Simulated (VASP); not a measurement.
# H2 in VASP: a series of runs

The runs below take H2 through single point, relaxation of the atoms, with r2SCAN.

All numbers are computed with VASP 6.6.1; they aren't measurements. Logs are shortened: lines on timing, memory, paths and dates and some standing lists are left out, and cuts for length are marked.

### Step 1. The cell of the first run

The cell holds a molecule in a box, 2 atoms: a = 9.000 Å, b = 9.500 Å, c = 10.000 Å, α = 90.00°, β = 90.00°, γ = 90.00°.

### Step 2. Single point, r2SCAN

POSCAR reads:

```
H
1.0
    9.0000000000      0.0000000000      0.0000000000
    0.0000000000      9.5000000000      0.0000000000
    0.0000000000      0.0000000000     10.0000000000
H
2
Direct
    0.5000000000      0.5000000000      0.4629259226
    0.5000000000      0.5000000000      0.5370740774
```

INCAR.step1 reads:

```
ALGO = Normal ; EDIFF = 1E-4
ENCUT = 520 ; GGA = PE
ISMEAR = 0 ; LASPH = T
LCHARG = F ; LREAL = F
LWAVE = T ; NBANDS = 8
NELM = 80 ; PREC = Accurate
SIGMA = 0.05
```

INCAR.step2 reads:

```
ALGO = Normal ; EDIFF = 1E-6
ENCUT = 520 ; ISIF = 2
ISMEAR = 0 ; ISTART = 1
LASPH = T ; LCHARG = F
LMIXTAU = T ; LREAL = F
LWAVE = F ; METAGGA = R2SCAN
NBANDS = 8 ; NELM = 80
PREC = Accurate ; SIGMA = 0.05
```

KPOINTS reads:

```
k-points
0
Gamma
  1 1 1
```

Potentials or basis: VASP PAW PBE potentials, release 64 (H).

The run is started by

```console
cat potpaw_PBE.64/H/POTCAR > POTCAR
cp INCAR.step1 INCAR
mpirun -np 1 vasp_gam > vasp.out
cp INCAR.step2 INCAR
mpirun -np 1 vasp_gam > vasp.out
```

OUTCAR:

```text
EDIFF = 1E-6
   ENCUT = 520
   ISIF = 2
   ISMEAR = 0
   ISTART = 1
   LASPH = T
   LREAL = F
   METAGGA = R2SCAN
   NELM = 80
   PREC = Accurate

 ion  position               nearest neighbor table
   1  0.500  0.500  0.463-   2 0.74
   2  0.500  0.500  0.537-   1 0.74

  LATTYP: Found a simple orthorhombic cell.
 ALAT       =     9.0000000000
 B/A-ratio  =     1.0555555556
 C/A-ratio  =     1.1111111111

  Lattice vectors:

 A1 = (   9.0000000000,   0.0000000000,   0.0000000000)
 A2 = (   0.0000000000,   9.5000000000,   0.0000000000)
 A3 = (   0.0000000000,   0.0000000000,  10.0000000000)

Analysis of symmetry for initial positions (statically):
=====================================================================
 Subroutine PRICEL returns:
 Original cell was already a primitive cell.

 Routine SETGRP: Setting up the symmetry group for a
 simple orthorhombic supercell.

 Subroutine GETGRP returns: Found  8 space group operations
 (whereof  8 operations were pure point group operations)
 out of a pool of  8 trial point group operations.

The static configuration has the point symmetry D_2h.

Analysis of symmetry for dynamics (positions and initial velocities):
=====================================================================
 Subroutine PRICEL returns:
 Original cell was already a primitive cell.

 Routine SETGRP: Setting up the symmetry group for a
 simple orthorhombic supercell.

 Subroutine GETGRP returns: Found  8 space group operations
 (whereof  8 operations were pure point group operations)
 out of a pool of  8 trial point group operations.

The dynamic configuration has the point symmetry D_2h.

 Subroutine INISYM returns: Found  8 space group operations
 (whereof  8 operations are pure point group operations),
 and found     1 'primitive' translations

----------------------------------------------------------------------------------------

                                     Primitive cell

  volume of cell :     855.0000

  direct lattice vectors                    reciprocal lattice vectors
     9.000000000  0.000000000  0.000000000     0.111111111  0.000000000  0.000000000
     0.000000000  9.500000000  0.000000000     0.000000000  0.105263158  0.000000000
     0.000000000  0.000000000 10.000000000     0.000000000  0.000000000  0.100000000

  length of vectors
     9.000000000  9.500000000 10.000000000     0.111111111  0.105263158  0.100000000

  position of ions in fractional coordinates (direct lattice)
     0.500000000  0.500000000  0.462925923
     0.500000000  0.500000000  0.537074077

  ion indices of the primitive-cell ions
   primitive index   ion index
                 1           1
                 2           2

----------------------------------------------------------------------------------------

 KPOINTS: k-points

Automatic generation of k-mesh.
 Grid dimensions read from file:
 generate k-points for:    1    1    1

 Generating k-lattice:

  Cartesian coordinates                     Fractional coordinates (reciprocal lattice)
     0.111111111  0.000000000  0.000000000     1.000000000  0.000000000  0.000000000
     0.000000000  0.105263158  0.000000000     0.000000000  1.000000000  0.000000000
     0.000000000  0.000000000  0.100000000     0.000000000  0.000000000  1.000000000

  Length of vectors
     0.111111111  0.105263158  0.100000000

  Shift w.r.t. Gamma in fractional coordinates (k-lattice)
     0.000000000  0.000000000  0.000000000

 Subroutine IBZKPT returns following result:
 ===========================================

 Found      1 irreducible k-points:

 Following reciprocal coordinates:
            Coordinates               Weight
  0.000000  0.000000  0.000000      1.000000
   k-points           NKPTS =      1   k-points in BZ     NKDIM =      1   number of bands    NBANDS=      8
   number of dos      NEDOS =    301   number of ions     NIONS =      2
   total plane-waves  NPLWV = 403200
   dimension x,y,z NGX =    70 NGY =   72 NGZ =   80
   dimension x,y,z NGXF=   140 NGYF=  144 NGZF=  160
   ions per type =               2
   NGX,Y,Z   is equivalent  to a cutoff of  12.93, 12.60, 13.30 a.u.
   NGXF,Y,Z  is equivalent  to a cutoff of  25.86, 25.20, 26.60 a.u.
 SYSTEM =  unknown system
   PREC   = accura    normal or accurate (medium, high low for compatibility)
   ISTART =      1    job   : 0-new  1-cont  2-samecut
   ICHARG =      0    charge: 1-file 2-atom 10-const
   ISPIN  =      1    spin polarized calculation?
   LNONCOLLINEAR =      F non collinear calculations
   LSORBIT =      F    spin-orbit coupling
   LASPH  =      T    aspherical Exc in radial PAW
   ENCUT  =  520.0 eV  38.22 Ry    6.18 a.u.  16.73 17.66 18.59*2*pi/ulx,y,z
   NELM   =     80;   NELMIN=  2; NELMDL=  0     # of ELM steps
   EDIFF  = 0.1E-05   stopping-criterion for ELM
   LREAL  =      F    real-space projection
   EDIFFG = 0.1E-04   stopping-criterion for IOM
   NSW    =      0    number of steps for IOM
   IBRION =     -1    ionic relax: 0-MD 1-quasi-New 2-CG
   NFREE  =      0    steps in history (QN), initial steepest desc. (CG)
   ISIF   =      2    stress and relaxation
   ISYM   =      2    0-nonsym 1-usesym 2-fastsym
   POTIM  = 0.5000    time-step for ionic-motion
   TEBEG  =    0.0;   TEEND  =   0.0 temperature during run
   PSTRESS=    0.0 pullay stress
   NELECT =       2.0000    total number of electrons
   NUPDOWN=      -1.0000    fix difference up-down
   EMIN   =  10.00;   EMAX   =-10.00  energy-range for DOS
   EFERMI =   0.00;   METHOD = LEGACY
   ISMEAR =     0;   SIGMA  =   0.05  broadening in eV -4-tet -1-fermi 0-gaus
   EFERMI_NEDOS =   21; number of points for ismear=-14 and -15
   IALGO  =     38    algorithm
   IMIX   =      4    mixing-type and parameters
     AMIX     =   0.40;   BMIX     =  1.00
     AMIX_MAG =   1.60;   BMIX_MAG =  1.00
  volume/ion in A,a.u.               =     427.50      2884.91
  Fermi-wavevector in a.u.,A,eV,Ry     =   0.217318  0.410672  0.642565  0.047227
  Thomas-Fermi vector in A             =   0.994036
   LORBIT       =      0    0 simple, 1 ext, 2 COOP (PROOUT), +10 PAW based schemes
   METAGGA = R2SCAN    functional components
   LHFCALC =     F    Hartree Fock is set to
   AEXX    =    0.0000 exact exchange contribution
   IVDW    =     0    specifies the selected vdW correction
   LEPSILON=     F    determine dielectric tensor
   LRPA    =     F    only Hartree local field effects (RPA)
 non-spin polarized calculation
 Gauss-broadening in eV      SIGMA  =   0.05
  energy-cutoff  :      520.00
  volume of cell :      855.00
 maximum number of plane-waves:     11510
 NGX is ok and might be reduce to    70
   NGX = 33   NGY = 35   NGZ = 37

 number of electron       2.0000001 magnetization

 Free energy of the ion-electron system (eV)
  ---------------------------------------------------
  ext. energy  EPLUGINS =         0.00000000
  ---------------------------------------------------
  free energy    TOTEN  =        -6.90900484 eV

  energy without entropy =       -6.90900484  energy(sigma->0) =       -6.90900484

 E-fermi : -10.5573     XC(G=0):  -0.2759

 val. band max:      -10.8089889125   @ k =   0.0000   0.0000   0.0000
 cond. band min:      -0.0382558369   @ k =   0.0000   0.0000   0.0000
 fundamental gap:     10.7707330756
 Fermi energy:       -10.5572961601

 k-point     1 :       0.0000    0.0000    0.0000
  band No.  band energies     occupation
      1     -10.8090      2.00000
      2      -0.0383      0.00000
      3       1.0195      0.00000
      4       1.4911      0.00000
      5       1.5003      0.00000
      6       1.6840      0.00000
      7       1.7080      0.00000
      8       1.9148      0.00000

------------------------ aborting loop because EDIFF is reached ----------------------------------------

  FORCE on cell =-STRESS in cart. coord.  units (eV):
  Direction    XX          YY          ZZ          XY          YZ          ZX
  --------------------------------------------------------------------------------------
  -------------------------------------------------------------------------------------
  Total        0.0033041      0.0040049     -0.0215072      0.0000000      0.0000000      0.0000000
  in kB        0.0061915      0.0075047     -0.0403021      0.0000000      0.0000000      0.0000000
  external PRESSURE =      -0.0088687 kB  Pullay stress =       0.0000000 kB

 VOLUME and BASIS-vectors are now :
 -----------------------------------------------------------------------------
  energy-cutoff  :      520.00
  volume of cell :      855.00
      direct lattice vectors                 reciprocal lattice vectors
     9.000000000  0.000000000  0.000000000     0.111111111  0.000000000  0.000000000
     0.000000000  9.500000000  0.000000000     0.000000000  0.105263158  0.000000000
     0.000000000  0.000000000 10.000000000     0.000000000  0.000000000  0.100000000

 POSITION                                       TOTAL-FORCE (eV/Angst)
 -----------------------------------------------------------------------------------
      4.50000      4.75000      4.62926         0.000000      0.000000      0.014397
      4.50000      4.75000      5.37074         0.000000     -0.000000     -0.014397
 -----------------------------------------------------------------------------------
    total drift:                                0.000000      0.000000      0.000000

  FREE ENERGIE OF THE ION-ELECTRON SYSTEM (eV)
  ---------------------------------------------------
  free  energy   TOTEN  =        -6.9090048432 eV

  energy  without entropy=       -6.9090048432  energy(sigma->0) =       -6.90900484
```

It took 8.3 min on 1 thread of Intel Xeon 8259CL, shared host; peak memory 0.88 GiB.

What came out:

- Free energy: -6.9090 eV
- Largest force: 0.014 eV/Å
- Gap between the frontier levels: 10.77 eV

Forces in eV/Å, atoms in the order of the input:
```
H    0.000  0.000  0.014
H    0.000  0.000 -0.014
```

Levels at points of the mesh, in eV from the valence-band top:
| k point | band 1 | band 2 | band 3 | band 4 | band 5 | band 6 |
| --- | --- | --- | --- | --- | --- | --- |
| (0.00, 0.00, 0.00) | 0.00 | 10.77 | 11.83 | 12.30 | 12.31 | 12.49 |

Caveat: the PAW data sets were made with another functional, which shifts forces and pressure a little.

### Step 3. Relaxation of the atoms, r2SCAN

POSCAR reads:

```
H
1.0
    9.0000000000      0.0000000000      0.0000000000
    0.0000000000      9.5000000000      0.0000000000
    0.0000000000      0.0000000000     10.0000000000
H
2
Direct
    0.5000000000      0.5000000000      0.4625000000
    0.5000000000      0.5000000000      0.5375000000
```

INCAR.step1 reads:

```
PREC     = Accurate       # precision mode
ENCUT    = 520            # plane-wave cutoff, eV
ISMEAR   = 0              # smearing method
SIGMA    = 0.05           # smearing width, eV
LREAL    = False          # projectors in reciprocal space
LASPH    = True           # aspherical terms in the spheres
NELM     = 100            # most SCF steps
GGA      = PE             # functional
ALGO     = Normal         # electronic algorithm
EDIFF    = 1E-4           # SCF threshold, eV
LWAVE    = True           # write WAVECAR
LCHARG   = False          # write CHGCAR
```

INCAR.step2 reads:

```
PREC     = Accurate       # precision mode
ENCUT    = 520            # plane-wave cutoff, eV
EDIFF    = 1E-6           # SCF threshold, eV
ISMEAR   = 0              # smearing method
SIGMA    = 0.05           # smearing width, eV
LREAL    = False          # projectors in reciprocal space
LASPH    = True           # aspherical terms in the spheres
NELM     = 100            # most SCF steps
ALGO     = Normal         # electronic algorithm
ISIF     = 2              # what is computed and relaxed
LWAVE    = False          # write WAVECAR
LCHARG   = False          # write CHGCAR
METAGGA  = R2SCAN         # meta-GGA
LMIXTAU  = True         
IBRION   = 2              # ionic algorithm
NSW      = 80             # ionic steps
EDIFFG   = -0.03          # ionic threshold
ISTART   = 1
```

KPOINTS reads:

```
regular mesh
0
Gamma
  1 1 1
```

Potentials or basis: VASP PAW PBE potentials, release 64 (H).

The run is started by

```console
cat potpaw_PBE.64/H/POTCAR > POTCAR
cp INCAR.step1 INCAR
mpirun -np 1 vasp_gam > vasp.out
cp INCAR.step2 INCAR
mpirun -np 1 vasp_gam > vasp.out
```

Wall time 30 min (1 thread of Intel Xeon 8259CL, shared host); peak memory 0.97 GiB.

It converged, with:

| Quantity | Value |
| --- | --- |
| Free energy | -6.9097 eV |
| Energy gained by relaxing | 0.7 meV/atom |
| Ionic steps | 3 |
| Gap between the frontier levels | 10.99 eV |

Step by step:
```tsv
step	energy change (eV)	largest force (eV/Å)	pressure (GPa)
1	0.0000	0.3032	-0.02
2	0.0068	0.8040	0.03
3	-0.0013	0.0006	-0.01
```

Final structure:
```yaml
crystal:
  lattice:
    - [9.00000, 0.00000, 0.00000]
    - [0.00000, 9.50000, 0.00000]
    - [0.00000, 0.00000, 10.00000]
  atoms:
    - { symbol: H, position: [0.50000, 0.50000, 0.46293] }
    - { symbol: H, position: [0.50000, 0.50000, 0.53707] }
```

Levels at points of the mesh, in eV from the valence-band top:
| k point | band 1 | band 2 | band 3 | band 4 | band 5 |
| --- | --- | --- | --- | --- | --- |
| (0.00, 0.00, 0.00) | 0.00 | 10.99 | 12.08 | 12.44 | 12.56 |

Caveat: the PAW data sets were made with another functional, which shifts forces and pressure a little.
